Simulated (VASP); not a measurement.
# P (Pm-3m) in VASP: notebook, part 2 of 2

VASP 6.6.1.

## 4. Single point, LDA

Contents of INCAR:

```
SYSTEM = P
PREC     = Accurate       ! precision mode
ENCUT    = 520            ! plane-wave cutoff, eV
EDIFF    = 1E-6           ! SCF threshold, eV
ISMEAR   = -1             ! smearing method
SIGMA    = 0.02           ! smearing width, eV
LREAL    = .False.        ! projectors in reciprocal space
LASPH    = .True.         ! aspherical terms in the spheres
NELM     = 100            ! most SCF steps
ALGO     = Normal         ! electronic algorithm
ISIF     = 2              ! what is computed and relaxed
LWAVE    = .False.        ! write WAVECAR
LCHARG   = .False.        ! write CHGCAR
NBANDS   = 8              ! bands
```

Contents of KPOINTS:

```
regular mesh
0
Gamma
  18 18 18
  0 0 0
```

Contents of POSCAR:

```
P
1.0
    2.4100634960      0.0000000000      0.0000000000
    0.0000000000      2.4100634960      0.0000000000
    0.0000000000      0.0000000000      2.4100634960
P
1
Direct
    0.0000000000      0.0000000000      0.0000000000
```

Potentials or basis: VASP PAW LDA potentials, release 64 (P).

Started as:

```sh
cat potpaw_LDA.64/P/POTCAR > POTCAR
mpirun -np 1 vasp_std > vasp.out
```

OUTCAR:

```text
SYSTEM = P
   PREC = Accurate
   ENCUT = 520
   EDIFF = 1E-6
   ISMEAR = -1
   LREAL = .False.
   LASPH = .True.
   NELM = 100
   ISIF = 2

 ion  position               nearest neighbor table
   1  0.000  0.000  0.000-

  LATTYP: Found a simple cubic cell.
 ALAT       =     2.4100634960

  Lattice vectors:

 A1 = (   2.4100634960,   0.0000000000,   0.0000000000)
 A2 = (   0.0000000000,   2.4100634960,   0.0000000000)
 A3 = (   0.0000000000,   0.0000000000,   2.4100634960)

Analysis of symmetry for initial positions (statically):
[... 432 lines left out ...]
  band No.  band energies     occupation
      1      -3.8888      2.00000
      2       4.6293      2.00000
      3      14.0122      0.00000
      4      17.4172      0.00000
      5      20.8666      0.00000
      6      23.6029      0.00000
      7      26.6804      0.00000
      8      27.1303      0.00000

 [... further k-points ...]
[... 5 lines left out ...]
  --------------------------------------------------------------------------------------
  -------------------------------------------------------------------------------------
  Total       -0.0003762     -0.0003762     -0.0003762      0.0000000     -0.0000000      0.0000000
  in kB       -0.0430575     -0.0430575     -0.0430575      0.0000000     -0.0000000      0.0000000
  external PRESSURE =      -0.0430575 kB  Pullay stress =       0.0000000 kB

 VOLUME and BASIS-vectors are now :
 -----------------------------------------------------------------------------
  energy-cutoff  :      520.00
  volume of cell :       14.00
      direct lattice vectors                 reciprocal lattice vectors
     2.410063496  0.000000000  0.000000000     0.414926827  0.000000000  0.000000000
     0.000000000  2.410063496  0.000000000     0.000000000  0.414926827  0.000000000
     0.000000000  0.000000000  2.410063496     0.000000000  0.000000000  0.414926827

 POSITION                                       TOTAL-FORCE (eV/Angst)
 -----------------------------------------------------------------------------------
      0.00000      0.00000      0.00000         0.000000      0.000000      0.000000
 -----------------------------------------------------------------------------------
    total drift:                               -0.000000      0.000000      0.000000

  FREE ENERGIE OF THE ION-ELECTRON SYSTEM (eV)
  ---------------------------------------------------
  free  energy   TOTEN  =        -6.0428005908 eV

  energy  without entropy=       -6.0422575521  energy(sigma->0) =       -6.04252907
```

OSZICAR:

```text
N       E                     dE             d eps       ncg     rms          rms(c)
DAV:   1    -0.297111013278E+00   -0.29711E+00   -0.21536E+03  3744   0.453E+02
DAV:   2    -0.600755104060E+01   -0.57104E+01   -0.54441E+01  5144   0.496E+01
DAV:   3    -0.605842883413E+01   -0.50878E-01   -0.50868E-01  3960   0.515E+00
DAV:   4    -0.605850817333E+01   -0.79339E-04   -0.79339E-04  5672   0.216E-01
DAV:   5    -0.605850820644E+01   -0.33111E-07   -0.33351E-07  3936   0.276E-03    0.507E+00
DAV:   6    -0.604872975457E+01    0.97785E-02   -0.13367E-03  4328   0.226E-01    0.299E+00
DAV:   7    -0.604279069273E+01    0.59391E-02   -0.29299E-03  3824   0.352E-01    0.871E-02
DAV:   8    -0.604279991384E+01   -0.92211E-05   -0.36742E-05  4888   0.564E-02    0.164E-02
DAV:   9    -0.604280059076E+01   -0.67691E-06   -0.68969E-07  4288   0.660E-03
   1 F= -.60428006E+01 E0= -.60425291E+01  d E =-.543039E-03
```

stdout:

```text
POSCAR found type information on POSCAR P
 POSCAR found :  1 types and       1 ions
 scaLAPACK will be used
 LDA part: xc-table for (Slater(with rela. corr.)+CA(PZ))
 , standard interpolation
 POSCAR, INCAR and KPOINTS ok, starting setup
 FFT: planning ... GRIDC
 FFT: planning ... GRID_SOFT
 FFT: planning ... GRID
 WAVECAR not read
 entering main loop
```

It took 17 s on 1 thread of Intel Xeon 8259CL, shared host; peak memory 0.12 GiB.

Results:

```yaml
Free_energy: -6.0428 eV
Pressure: 0.0 GPa
Band_gap_on_the_k_mesh: zero (an odd number of electrons rules out a gap without spin polarisation)
```

## 5. Single point, LDA

This run uses another cell than the first one, of 14.28 Å³/atom.

Contents of INCAR:

```
ALGO = Normal
EDIFF = 1E-7
ENCUT = 520
ISIF = 2
ISMEAR = -1
LASPH = T
LCHARG = F
LREAL = F
LWAVE = F
NBANDS = 8
NELM = 60
PREC = Accurate
SIGMA = 0.02
```

Contents of KPOINTS:

```
k-points
0
Gamma
  18 18 18
```

Contents of POSCAR:

```
P
1.0
    2.4260246466      0.0000000000      0.0000000000
    0.0000000000      2.4260246466      0.0000000000
    0.0000000000      0.0000000000      2.4260246466
P
1
Direct
    0.0000000000      0.0000000000      0.0000000000
```

Potentials or basis: VASP PAW LDA potentials, release 64 (P).

Started as:

```sh
cat potpaw_LDA.64/P/POTCAR > POTCAR
mpirun -np 1 vasp_std > vasp.out
```

OUTCAR:

```text
EDIFF = 1E-7
   ENCUT = 520
   ISIF = 2
   ISMEAR = -1
   LASPH = T
   LREAL = F
   NELM = 60
   PREC = Accurate

 ion  position               nearest neighbor table
   1  0.000  0.000  0.000-

  LATTYP: Found a simple cubic cell.
 ALAT       =     2.4260246466

  Lattice vectors:

 A1 = (   2.4260246466,   0.0000000000,   0.0000000000)
 A2 = (   0.0000000000,   2.4260246466,   0.0000000000)
 A3 = (   0.0000000000,   0.0000000000,   2.4260246466)

Analysis of symmetry for initial positions (statically):
=====================================================================
 Subroutine PRICEL returns:
 Original cell was already a primitive cell.

 Routine SETGRP: Setting up the symmetry group for a
 simple cubic supercell.

 Subroutine GETGRP returns: Found 48 space group operations
 (whereof 48 operations were pure point group operations)
 out of a pool of 48 trial point group operations.

The static configuration has the point symmetry O_h .

Analysis of symmetry for dynamics (positions and initial velocities):
=====================================================================
 Subroutine PRICEL returns:
 Original cell was already a primitive cell.

 Routine SETGRP: Setting up the symmetry group for a
 simple cubic supercell.

 Subroutine GETGRP returns: Found 48 space group operations
 (whereof 48 operations were pure point group operations)
 out of a pool of 48 trial point group operations.

The dynamic configuration has the point symmetry O_h .

 Subroutine INISYM returns: Found 48 space group operations
 (whereof 48 operations are pure point group operations),
 and found     1 'primitive' translations

----------------------------------------------------------------------------------------

                                     Primitive cell

  volume of cell :      14.2786

  direct lattice vectors                    reciprocal lattice vectors
     2.426024647  0.000000000  0.000000000     0.412196967  0.000000000  0.000000000
     0.000000000  2.426024647  0.000000000     0.000000000  0.412196967  0.000000000
     0.000000000  0.000000000  2.426024647     0.000000000  0.000000000  0.412196967

  length of vectors
     2.426024647  2.426024647  2.426024647     0.412196967  0.412196967  0.412196967

  position of ions in fractional coordinates (direct lattice)
     0.000000000  0.000000000  0.000000000

  ion indices of the primitive-cell ions
   primitive index   ion index
                 1           1

----------------------------------------------------------------------------------------

 KPOINTS: k-points

Automatic generation of k-mesh.
 Grid dimensions read from file:
 generate k-points for:   18   18   18

 Generating k-lattice:

  Cartesian coordinates                     Fractional coordinates (reciprocal lattice)
     0.022899831  0.000000000  0.000000000     0.055555556  0.000000000  0.000000000
     0.000000000  0.022899831  0.000000000     0.000000000  0.055555556  0.000000000
     0.000000000  0.000000000  0.022899831     0.000000000  0.000000000  0.055555556

  Length of vectors
     0.022899831  0.022899831  0.022899831

  Shift w.r.t. Gamma in fractional coordinates (k-lattice)
     0.000000000  0.000000000  0.000000000

 Subroutine IBZKPT returns following result:
 ===========================================

 Found    220 irreducible k-points:

 Following reciprocal coordinates:
            Coordinates               Weight
  0.000000  0.000000  0.000000      1.000000
  0.055556  0.000000  0.000000      6.000000
  0.111111  0.000000  0.000000      6.000000
  0.166667  0.000000  0.000000      6.000000
  0.222222  0.000000  0.000000      6.000000
  0.277778  0.000000  0.000000      6.000000
[... 16 lines left out ...]
  0.277778  0.111111  0.000000     24.000000
  0.333333  0.111111  0.000000     24.000000
 [... further k-points ...]
   k-points           NKPTS =    220   k-points in BZ     NKDIM =    220   number of bands    NBANDS=      8
   number of dos      NEDOS =    301   number of ions     NIONS =      1
   total plane-waves  NPLWV =   5832
   dimension x,y,z NGX =    18 NGY =   18 NGZ =   18
   dimension x,y,z NGXF=    36 NGYF=   36 NGZF=   36
   ions per type =               1
   NGX,Y,Z   is equivalent  to a cutoff of  12.33, 12.33, 12.33 a.u.
   NGXF,Y,Z  is equivalent  to a cutoff of  24.67, 24.67, 24.67 a.u.
 SYSTEM =  unknown system
   PREC   = accura    normal or accurate (medium, high low for compatibility)
   ISTART =      0    job   : 0-new  1-cont  2-samecut
   ICHARG =      2    charge: 1-file 2-atom 10-const
   ISPIN  =      1    spin polarized calculation?
   LNONCOLLINEAR =      F non collinear calculations
   LSORBIT =      F    spin-orbit coupling
   LASPH  =      T    aspherical Exc in radial PAW
   ENCUT  =  520.0 eV  38.22 Ry    6.18 a.u.   4.51  4.51  4.51*2*pi/ulx,y,z
   NELM   =     60;   NELMIN=  2; NELMDL= -5     # of ELM steps
   EDIFF  = 0.1E-06   stopping-criterion for ELM
   LREAL  =      F    real-space projection
   EDIFFG = 0.1E-05   stopping-criterion for IOM
   NSW    =      0    number of steps for IOM
   IBRION =     -1    ionic relax: 0-MD 1-quasi-New 2-CG
   NFREE  =      0    steps in history (QN), initial steepest desc. (CG)
   ISIF   =      2    stress and relaxation
   ISYM   =      2    0-nonsym 1-usesym 2-fastsym
   POTIM  = 0.5000    time-step for ionic-motion
   TEBEG  =    0.0;   TEEND  =   0.0 temperature during run
   PSTRESS=    0.0 pullay stress
   NELECT =       5.0000    total number of electrons
   NUPDOWN=      -1.0000    fix difference up-down
   EMIN   =  10.00;   EMAX   =-10.00  energy-range for DOS
   EFERMI =   0.00;   METHOD = LEGACY
   ISMEAR =    -1;   SIGMA  =   0.02  broadening in eV -4-tet -1-fermi 0-gaus
   EFERMI_NEDOS =   21; number of points for ismear=-14 and -15
   IALGO  =     38    algorithm
   IMIX   =      4    mixing-type and parameters
     AMIX     =   0.40;   BMIX     =  1.00
     AMIX_MAG =   1.60;   BMIX_MAG =  1.00
  volume/ion in A,a.u.               =      14.28        96.36
  Fermi-wavevector in a.u.,A,eV,Ry     =   1.153904  2.180562 18.116077  1.331494
  Thomas-Fermi vector in A             =   2.290544
   LORBIT       =      0    0 simple, 1 ext, 2 COOP (PROOUT), +10 PAW based schemes
   GGA     = CA    functional components
   LHFCALC =     F    Hartree Fock is set to
   AEXX    =    0.0000 exact exchange contribution
   IVDW    =     0    specifies the selected vdW correction
   LEPSILON=     F    determine dielectric tensor
   LRPA    =     F    only Hartree local field effects (RPA)
 non-spin polarized calculation
  energy-cutoff  :      520.00
  volume of cell :       14.28
 maximum number of plane-waves:       402
   NGX =  9   NGY =  9   NGZ =  9

 number of electron       4.9999998 magnetization

 Free energy of the ion-electron system (eV)
  ---------------------------------------------------
  ext. energy  EPLUGINS =         0.00000000
  ---------------------------------------------------
  free energy    TOTEN  =        -6.04107239 eV

  energy without entropy =       -6.04049923  energy(sigma->0) =       -6.04078581

 E-fermi :   9.7654     XC(G=0): -11.4759

 val. band max:        9.7650552907   @ k =   0.1667   0.1111   0.0556
 cond. band min:       9.8027109236   @ k =   0.4444   0.4444   0.4444
 fundamental gap:      0.0376556329
 Fermi energy:         9.7654466472

 k-point     1 :       0.0000    0.0000    0.0000
  band No.  band energies     occupation
      1      -6.7863      2.00000
      2      14.9294      0.00000
      3      14.9294      0.00000
      4      14.9294      0.00000
      5      16.6934      0.00000
      6      16.6934      0.00000
      7      24.1513      0.00000
      8      34.4875      0.00000

 k-point     2 :       0.0556    0.0000    0.0000
  band No.  band energies     occupation
      1      -6.7148      2.00000
      2      13.5410      0.00000
      3      14.9856      0.00000
      4      14.9856      0.00000
      5      16.7506      0.00000
      6      17.9944      0.00000
      7      24.3950      0.00000
      8      33.9315      0.00000
[... 221 lines left out ...]
 k-point    23 :       0.2778    0.1111    0.0000
  band No.  band energies     occupation
      1      -4.7528      2.00000
      2       6.0840      2.00000
      3      13.1255      0.00000
      4      16.4690      0.00000
      5      20.0110      0.00000
      6      24.0095      0.00000
      7      25.8452      0.00000
      8      28.0642      0.00000

 k-point    24 :       0.3333    0.1111    0.0000
  band No.  band energies     occupation
      1      -4.0212      2.00000
      2       4.4349      2.00000
      3      13.6656      0.00000
      4      16.9696      0.00000
      5      20.5066      0.00000
      6      23.1862      0.00000
      7      26.2044      0.00000
      8      26.6984      0.00000

 [... further k-points ...]
[... 5 lines left out ...]
  --------------------------------------------------------------------------------------
  -------------------------------------------------------------------------------------
  Total       -0.1879536     -0.1879536     -0.1879536     -0.0000000     -0.0000000      0.0000000
  in kB      -21.0899508    -21.0899508    -21.0899508     -0.0000000     -0.0000000      0.0000000
  external PRESSURE =     -21.0899508 kB  Pullay stress =       0.0000000 kB

 VOLUME and BASIS-vectors are now :
 -----------------------------------------------------------------------------
  energy-cutoff  :      520.00
  volume of cell :       14.28
      direct lattice vectors                 reciprocal lattice vectors
     2.426024647  0.000000000  0.000000000     0.412196967  0.000000000  0.000000000
     0.000000000  2.426024647  0.000000000     0.000000000  0.412196967  0.000000000
     0.000000000  0.000000000  2.426024647     0.000000000  0.000000000  0.412196967

 POSITION                                       TOTAL-FORCE (eV/Angst)
 -----------------------------------------------------------------------------------
      0.00000      0.00000      0.00000         0.000000      0.000000      0.000000
 -----------------------------------------------------------------------------------
    total drift:                                0.000000      0.000000      0.000000

  FREE ENERGIE OF THE ION-ELECTRON SYSTEM (eV)
  ---------------------------------------------------
  free  energy   TOTEN  =        -6.0410723895 eV

  energy  without entropy=       -6.0404992289  energy(sigma->0) =       -6.04078581
```

stdout:

```text
POSCAR found type information on POSCAR P
 POSCAR found :  1 types and       1 ions
 scaLAPACK will be used
 LDA part: xc-table for (Slater(with rela. corr.)+CA(PZ))
 , standard interpolation
 POSCAR, INCAR and KPOINTS ok, starting setup
 FFT: planning ... GRIDC
 FFT: planning ... GRID_SOFT
 FFT: planning ... GRID
 WAVECAR not read
 entering main loop
```

It took 16 s on 1 thread of Intel Xeon 8259CL, shared host; peak memory 0.13 GiB.

Results:

* Free energy: -6.0411 eV
* Pressure: -2.1 GPa
* Band gap on the k mesh: zero (an odd number of electrons rules out a gap without spin polarisation)

## 6. Overview

| cell | k mesh | gap on the mesh (eV) | pressure (GPa) |
| --- | --- | --- | --- |
| a = 2.410 Å, 1 atom | 17 × 17 × 17 | none | -0.2 |
| a = 2.394 Å, 1 atom | 18 × 18 × 18 | none | 2.7 |
| a = 2.410 Å, 1 atom | 18 × 18 × 18 | none | 0.0 |
| a = 2.426 Å, 1 atom | 18 × 18 × 18 | none | -2.1 |

Alike in all rows: task single point; level LDA; potentials or basis VASP PAW LDA potentials, release 64 (P); no spin polarisation; cutoff (eV) 520; smearing fermi-dirac 0.02 eV.

Total energies depend on the potentials used, so only differences within one code and one set of settings carry meaning.
